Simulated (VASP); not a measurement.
# Bi (Im-3m) in VASP: notebook

The runs below take Bi through relaxation of cell and atoms, single point, with PBE.

Program: VASP 6.6.1. These are calculated values, not measurements. Logs are shortened: lines on timing, memory, paths and dates and some standing lists are left out, and cuts for length are marked.

### Step 1. The cell of the first run

The structure is cubic, space group Im-3m (No. 229). The conventional cell has a = 5.056 Å, b = 5.056 Å, c = 5.056 Å, α = 90.00°, β = 90.00°, γ = 90.00°. Bi (site symmetry 4/mmm) has 4 Bi at 2.53 Å within 3.3 Å.

### Step 2. Relaxation of cell and atoms, PBE

Contents of INCAR:

```
  ALGO = Normal
  EDIFF = 1E-7
  EDIFFG = -0.04
  ENCUT = 500
  GGA = PE
  GGA_COMPAT = False
  IBRION = 2
  ISIF = 3
  ISMEAR = 0
  LASPH = True
  LCHARG = False
  LREAL = False
  LWAVE = False
  NELM = 120
  NELMIN = 4
  NSW = 90
  PREC = Accurate
  SIGMA = 0.1
```

Contents of KPOINTS:

```
k-points
0
Gamma
  6 6 6
```

Contents of POSCAR:

```
Bi
1.0
   -2.5278969300      2.5278969300      2.5278969300
    2.5278969300     -2.5278969300      2.5278969300
    2.5278969300      2.5278969300     -2.5278969300
Bi
3
Direct
    0.0000000000      0.5000000000      0.5000000000
    0.5000000000      0.0000000000      0.5000000000
    0.5000000000      0.5000000000      0.0000000000
```

Potentials or basis: VASP PAW PBE potentials, release 64 (Bi_d).

Launch:

```
> cat potpaw_PBE.64/Bi_d/POTCAR > POTCAR
> mpirun -np 1 vasp_std > vasp.out
```

OUTCAR:

```text
EDIFF = 1E-7
   EDIFFG = -0.04
   ENCUT = 500
   GGA = PE
   IBRION = 2
   ISIF = 3
   ISMEAR = 0
   LASPH = True
   LREAL = False
   NELM = 120
   NELMIN = 4
   NSW = 90
   PREC = Accurate

 ion  position               nearest neighbor table
   1  0.000  0.500  0.500-   2 2.53   3 2.53   3 2.53   2 2.53   3 3.57   2 3.57   2 3.57   3 3.57
                             3 3.57   2 3.57   2 3.57   3 3.57
   2  0.500  0.000  0.500-   1 2.53   3 2.53   3 2.53   1 2.53   3 3.57   1 3.57   3 3.57   3 3.57
                             1 3.57   1 3.57   1 3.57   3 3.57
   3  0.500  0.500  0.000-   1 2.53   2 2.53   2 2.53   1 2.53   1 3.57   2 3.57   2 3.57   2 3.57
                             1 3.57   1 3.57   1 3.57   2 3.57

  LATTYP: Found a body centered cubic cell.
 ALAT       =     5.0557938600

  Lattice vectors:

 A1 = (  -2.5278969300,   2.5278969300,   2.5278969300)
 A2 = (   2.5278969300,  -2.5278969300,   2.5278969300)
 A3 = (   2.5278969300,   2.5278969300,  -2.5278969300)

Analysis of symmetry for initial positions (statically):
=====================================================================
 Subroutine PRICEL returns:
 Original cell was already a primitive cell.

 Routine SETGRP: Setting up the symmetry group for a
 body centered cubic supercell.

 Subroutine GETGRP returns: Found 48 space group operations
 (whereof 48 operations were pure point group operations)
 out of a pool of 48 trial point group operations.

The static configuration has the point symmetry O_h .

Analysis of symmetry for dynamics (positions and initial velocities):
=====================================================================
 Subroutine PRICEL returns:
 Original cell was already a primitive cell.

 Routine SETGRP: Setting up the symmetry group for a
 body centered cubic supercell.

 Subroutine GETGRP returns: Found 48 space group operations
 (whereof 48 operations were pure point group operations)
 out of a pool of 48 trial point group operations.

The dynamic configuration has the point symmetry O_h .

 Subroutine INISYM returns: Found 48 space group operations
 (whereof 48 operations are pure point group operations),
 and found     1 'primitive' translations

----------------------------------------------------------------------------------------

                                     Primitive cell

  volume of cell :      64.6157

  direct lattice vectors                    reciprocal lattice vectors
    -2.527896930  2.527896930  2.527896930     0.000000000  0.197792874  0.197792874
     2.527896930 -2.527896930  2.527896930     0.197792874  0.000000000  0.197792874
     2.527896930  2.527896930 -2.527896930     0.197792874  0.197792874  0.000000000
[... 44 lines left out ...]
  0.166667  0.000000  0.000000     12.000000
  0.333333  0.000000  0.000000     12.000000
  0.500000  0.000000  0.000000      6.000000
  0.166667  0.166667  0.000000     24.000000
  0.333333  0.166667 -0.000000     48.000000
[... 8 lines left out ...]
  0.500000  0.500000  0.333333     12.000000
  0.500000  0.500000  0.500000      1.000000
   k-points           NKPTS =     16   k-points in BZ     NKDIM =     16   number of bands    NBANDS=     27
   number of dos      NEDOS =    301   number of ions     NIONS =      3
   total plane-waves  NPLWV =  32768
   dimension x,y,z NGX =    32 NGY =   32 NGZ =   32
   dimension x,y,z NGXF=    64 NGYF=   64 NGZF=   64
   ions per type =               3
   NGX,Y,Z   is equivalent  to a cutoff of  12.15, 12.15, 12.15 a.u.
   NGXF,Y,Z  is equivalent  to a cutoff of  24.30, 24.30, 24.30 a.u.
 SYSTEM =  unknown system
   PREC   = accura    normal or accurate (medium, high low for compatibility)
   ISTART =      0    job   : 0-new  1-cont  2-samecut
   ICHARG =      2    charge: 1-file 2-atom 10-const
   ISPIN  =      1    spin polarized calculation?
   LNONCOLLINEAR =      F non collinear calculations
   LSORBIT =      F    spin-orbit coupling
   LASPH  =      T    aspherical Exc in radial PAW
   ENCUT  =  500.0 eV  36.75 Ry    6.06 a.u.   7.98  7.98  7.98*2*pi/ulx,y,z
   NELM   =    120;   NELMIN=  4; NELMDL= -5     # of ELM steps
   EDIFF  = 0.1E-06   stopping-criterion for ELM
   LREAL  =      F    real-space projection
   EDIFFG = -.4E-01   stopping-criterion for IOM
   NSW    =     90    number of steps for IOM
   IBRION =      2    ionic relax: 0-MD 1-quasi-New 2-CG
   NFREE  =      1    steps in history (QN), initial steepest desc. (CG)
   ISIF   =      3    stress and relaxation
   ISYM   =      2    0-nonsym 1-usesym 2-fastsym
   POTIM  = 0.5000    time-step for ionic-motion
   TEBEG  =    0.0;   TEEND  =   0.0 temperature during run
   PSTRESS=    0.0 pullay stress
   NELECT =      45.0000    total number of electrons
   NUPDOWN=      -1.0000    fix difference up-down
   EMIN   =  10.00;   EMAX   =-10.00  energy-range for DOS
   EFERMI =   0.00;   METHOD = LEGACY
   ISMEAR =     0;   SIGMA  =   0.10  broadening in eV -4-tet -1-fermi 0-gaus
   EFERMI_NEDOS =   21; number of points for ismear=-14 and -15
   IALGO  =     38    algorithm
   IMIX   =      4    mixing-type and parameters
     AMIX     =   0.40;   BMIX     =  1.00
     AMIX_MAG =   1.60;   BMIX_MAG =  1.00
  volume/ion in A,a.u.               =      21.54       145.35
  Fermi-wavevector in a.u.,A,eV,Ry     =   1.451108  2.742196 28.649972  2.105714
  Thomas-Fermi vector in A             =   2.568643
   LORBIT       =      0    0 simple, 1 ext, 2 COOP (PROOUT), +10 PAW based schemes
   GGA     = PE    functional components
   LHFCALC =     F    Hartree Fock is set to
   AEXX    =    0.0000 exact exchange contribution
   IVDW    =     0    specifies the selected vdW correction
   LEPSILON=     F    determine dielectric tensor
   LRPA    =     F    only Hartree local field effects (RPA)
 conjugate gradient relaxation of ions
 non-spin polarized calculation
 Gauss-broadening in eV      SIGMA  =   0.10
  energy-cutoff  :      500.00
  volume of cell :       64.62
 maximum number of plane-waves:      1662
   NGX = 15   NGY = 15   NGZ = 15

--------------------------------------- Ionic step        1  -------------------------------------------

 number of electron      45.0000011 magnetization

 Free energy of the ion-electron system (eV)
  ---------------------------------------------------
  ext. energy  EPLUGINS =         0.00000000
  ---------------------------------------------------
  free energy    TOTEN  =        -0.34303564 eV

  energy without entropy =       -0.33677966  energy(sigma->0) =       -0.33990765

 E-fermi :  13.3135     XC(G=0): -11.9639

 val. band max:       13.3032823558   @ k =  -0.3333   0.3333   0.3333
 cond. band min:      13.4545588148   @ k =   0.3333   0.1667   0.1667
 fundamental gap:      0.1512764589
 Fermi energy:        13.3135490580
[... 1673 lines left out ...]
--------------------------------------- Ionic step        7  -------------------------------------------

 number of electron      44.9999932 magnetization

 Free energy of the ion-electron system (eV)
  ---------------------------------------------------
  ext. energy  EPLUGINS =         0.00000000
  ---------------------------------------------------
  free energy    TOTEN  =        -9.94646450 eV

  energy without entropy =       -9.92387229  energy(sigma->0) =       -9.93516839

 E-fermi :   4.9670     XC(G=0):  -8.8806

 val. band max:        4.9633718502   @ k =   0.1667   0.1667   0.0000
 cond. band min:       5.0063705064   @ k =   0.3333   0.1667   0.1667
 fundamental gap:      0.0429986562
 Fermi energy:         4.9670413105
[... 508 lines left out ...]
  FREE ENERGIE OF THE ION-ELECTRON SYSTEM (eV)
  ---------------------------------------------------
  free  energy   TOTEN  =        -9.9464644976 eV

  energy  without entropy=       -9.9238722905  energy(sigma->0) =       -9.93516839

 reached required accuracy - stopping structural energy minimisation
```

CONTCAR:

```text
Bi
   1.00000000000000
    -3.1149480806294623    3.1149480806294623    3.1149480806294623
     3.1149480806294623   -3.1149480806294623    3.1149480806294623
     3.1149480806294623    3.1149480806294623   -3.1149480806294623
  Bi
     3
Direct
     0.0000000000000000    0.5000000000000000    0.5000000000000000
     0.5000000000000000    0.0000000000000000    0.5000000000000000
     0.5000000000000000    0.5000000000000000    0.0000000000000000

  0.00000000E+00  0.00000000E+00  0.00000000E+00
  0.00000000E+00  0.00000000E+00  0.00000000E+00
  0.00000000E+00  0.00000000E+00  0.00000000E+00
```

Wall time 76 s (1 thread of Intel Xeon 6975P-C (Granite Rapids), shared host); peak memory 0.18 GiB.

Results:

| Property | Result |
| --- | --- |
| Free energy | -9.9465 eV |
| Relaxed volume | 40.30 Å³/atom |
| Relaxed cell | a = 5.395 Å, b = 5.395 Å, c = 5.395 Å, α = 109.47°, β = 109.47°, γ = 109.47° |
| Space group after relaxing (to 0.05 Å) | Im-3m (No. 229) |
| Energy gained by relaxing | 3201.1 meV/atom |
| Ionic steps | 7 |
| Pressure after relaxing | -0.1 GPa |

The path:
| step | energy change (eV) | largest force (eV/Å) | pressure (GPa) | volume (Å³) |
| --- | --- | --- | --- | --- |
| 1 | 0.0000 | 0.0000 | 98.93 | 64.62 |
| 2 | -0.7870 | 0.0000 | -23.01 | 285.85 |
| 3 | -9.0607 | 0.0000 | -4.38 | 151.31 |
| 4 | -9.3226 | 0.0000 | -3.69 | 141.01 |
| 5 | -9.4776 | 0.0000 | 4.17 | 109.75 |
| 6 | -9.5940 | 0.0000 | -0.90 | 123.73 |
| 7 | -9.6034 | 0.0000 | -0.14 | 120.90 |

Final structure:
```cif
data_structure
_symmetry_space_group_name_H-M 'P 1'
_symmetry_Int_Tables_number 1
_cell_length_a 5.3952
_cell_length_b 5.3952
_cell_length_c 5.3952
_cell_angle_alpha 109.471
_cell_angle_beta 109.471
_cell_angle_gamma 109.471
_cell_volume 120.90
loop_
_atom_site_label
_atom_site_type_symbol
_atom_site_fract_x
_atom_site_fract_y
_atom_site_fract_z
_atom_site_occupancy
Bi1 Bi 0.00000 0.50000 0.50000 1
Bi2 Bi 0.50000 0.00000 0.50000 1
Bi3 Bi 0.50000 0.50000 0.00000 1
```

Levels at points of the mesh, in eV from the Fermi level:
| k point | band 18 | band 19 | band 20 | band 21 | band 22 | band 23 | band 24 | band 25 | band 26 | band 27 |
| --- | --- | --- | --- | --- | --- | --- | --- | --- | --- | --- |
| (0.00, 0.00, 0.00) | -9.05 | -3.36 | -3.36 | -3.36 | -0.30 | -0.30 | -0.30 | 3.52 | 3.67 | 3.67 |
| (0.50, 0.00, 0.00) | -9.49 | -3.70 | -2.06 | -0.88 | -0.60 | -0.05 | 0.30 | 0.76 | 1.82 | 5.75 |
| (0.50, 0.50, 0.50) | -8.22 | -4.49 | -4.49 | -4.49 | 0.74 | 0.74 | 0.74 | 4.07 | 6.09 | 6.09 |

Caveat: the volume moved by over 15 % at a fixed basis, so the end points are rough; spin-orbit coupling is left out, which moves the levels of the heavy elements.

### Step 3. Single point, PBE

This run uses another cell than the first one, of 41.03 Å³/atom, 1.905 times its volume.

Contents of INCAR:

```
SYSTEM = Bi
ALGO = Normal
EDIFF = 1E-6
ENCUT = 500
GGA = PE
GGA_COMPAT = .FALSE.
ISIF = 2
ISMEAR = 0
LASPH = .TRUE.
LCHARG = .FALSE.
LREAL = .FALSE.
LWAVE = .FALSE.
NBANDS = 30
NELM = 120
PREC = Accurate
SIGMA = 0.1
```

Contents of KPOINTS:

```
k-points
0
G
  10 10 10
  0 0 0
```

Contents of POSCAR:

```
Bi
1.0
   -3.1335693024      3.1335693024      3.1335693024
    3.1335693024     -3.1335693024      3.1335693024
    3.1335693024      3.1335693024     -3.1335693024
Bi
3
Direct
    0.0000000000      0.5000000000      0.5000000000
    0.5000000000      0.0000000000      0.5000000000
    0.5000000000      0.5000000000      0.0000000000
```

Potentials or basis: VASP PAW PBE potentials, release 64 (Bi_d).

Launch:

```
> cat potpaw_PBE.64/Bi_d/POTCAR > POTCAR
> mpirun -np 1 vasp_std > vasp.out
```

It took 55 s on 1 thread of Intel Xeon 6975P-C (Granite Rapids), shared host; peak memory 0.3 GiB.

Results (log left out):

| Property | Result |
| --- | --- |
| Free energy | -10.0845 eV |
| Pressure | -0.1 GPa |

Levels at points of the mesh, in eV from the Fermi level:
```
           k point  band 21  band 22  band 23  band 24  band 25  band 26
(0.00, 0.00, 0.00)    -3.22    -0.23    -0.23    -0.23     3.56     3.75
(0.50, 0.00, 0.00)    -0.79    -0.52     0.01     0.35     0.80     1.84
(0.50, 0.50, 0.50)    -4.32     0.79     0.79     0.79     4.09     6.04
```

Caveat: spin-orbit coupling is left out, which moves the levels of the heavy elements.

### Step 4. Relaxation of cell and atoms, PBE

This run uses another cell than the first one, of 40.94 Å³/atom, 1.901 times its volume.

Contents of INCAR:

```
PREC     = Accurate       # precision mode
ENCUT    = 500            # plane-wave cutoff, eV
EDIFF    = 1E-7           # SCF threshold, eV
ISMEAR   = 0              # smearing method
SIGMA    = 0.1            # smearing width, eV
LREAL    = F              # projectors in reciprocal space
LASPH    = T              # aspherical terms in the spheres
NELM     = 120            # most SCF steps
ALGO     = Normal         # electronic algorithm
ISIF     = 3              # what is computed and relaxed
LWAVE    = F              # write WAVECAR
LCHARG   = F              # write CHGCAR
GGA      = PE             # functional
IBRION   = 2              # ionic algorithm
NSW      = 100            # ionic steps
EDIFFG   = -0.01          # ionic threshold
GGA_COMPAT= F            
NELMIN   = 4
```

Contents of KPOINTS:

```
Automatic mesh
0
Gamma
  10 10 10
```

Contents of POSCAR:

```
Bi
1.0
   -3.1313157712      3.1313157712      3.1313157712
    3.1313157712     -3.1313157712      3.1313157712
    3.1313157712      3.1313157712     -3.1313157712
Bi
3
Direct
    0.0000000000      0.5000000000      0.5000000000
    0.5000000000      0.0000000000      0.5000000000
    0.5000000000      0.5000000000      0.0000000000
```

Launch:

```
> cat potpaw_PBE.64/Bi_d/POTCAR > POTCAR
> mpirun -np 1 vasp_std > vasp.out
```

Run time: 56 s. Hardware: 1 thread of Intel Xeon 6975P-C (Granite Rapids), shared host; peak memory 0.29 GiB.

It converged, with:

| Property | Result |
| --- | --- |
| Free energy | -10.0845 eV |
| Pressure after relaxing | 0.0 GPa |

Final structure:
```
CELL_PARAMETERS angstrom
-3.13132 3.13132 3.13132
3.13132 -3.13132 3.13132
3.13132 3.13132 -3.13132
ATOMIC_POSITIONS crystal
Bi 0.00000 0.50000 0.50000
Bi 0.50000 0.00000 0.50000
Bi 0.50000 0.50000 0.00000
```

Levels at points of the mesh, in eV from the Fermi level:
```csv
k point,band 20,band 21,band 22,band 23,band 24,band 25,band 26,band 27
"(0.00, 0.00, 0.00)",-3.23,-3.23,-0.23,-0.23,-0.23,3.56,3.75,3.75
"(0.50, 0.00, 0.00)",-1.96,-0.79,-0.52,0.01,0.35,0.80,1.85,5.73
"(0.50, 0.50, 0.50)",-4.33,-4.33,0.79,0.79,0.79,4.09,6.06,6.06
```

Caveat: the relaxation stopped at its first step, so nothing moved; spin-orbit coupling is left out, which moves the levels of the heavy elements.

### Step 5. The runs side by side

```csv
task,cell,k mesh,gap on the mesh (eV),pressure (GPa)
relaxation of cell and atoms,"relaxed from a = 4.378 Å, angles 109.5°, 3 atoms",6 × 6 × 6,none,-0.1
single point,"a = 5.428 Å, angles 109.5°, 3 atoms",10 × 10 × 10,none,-0.1
relaxation of cell and atoms,"relaxed from a = 5.424 Å, angles 109.5°, 3 atoms",10 × 10 × 10,none,0.0
```

Alike in all rows: level PBE; potentials or basis VASP PAW PBE potentials, release 64 (Bi_d); no spin polarisation; cutoff (eV) 500; smearing gaussian 0.1 eV.

Caveats: spin-orbit coupling is left out, which moves the levels of the heavy elements; the volume moved by over 15 % at a fixed basis, so the end points are rough (some runs); the relaxation stopped at its first step, so nothing moved (some runs).

Absolute energies hang on the potentials; compare differences alone.
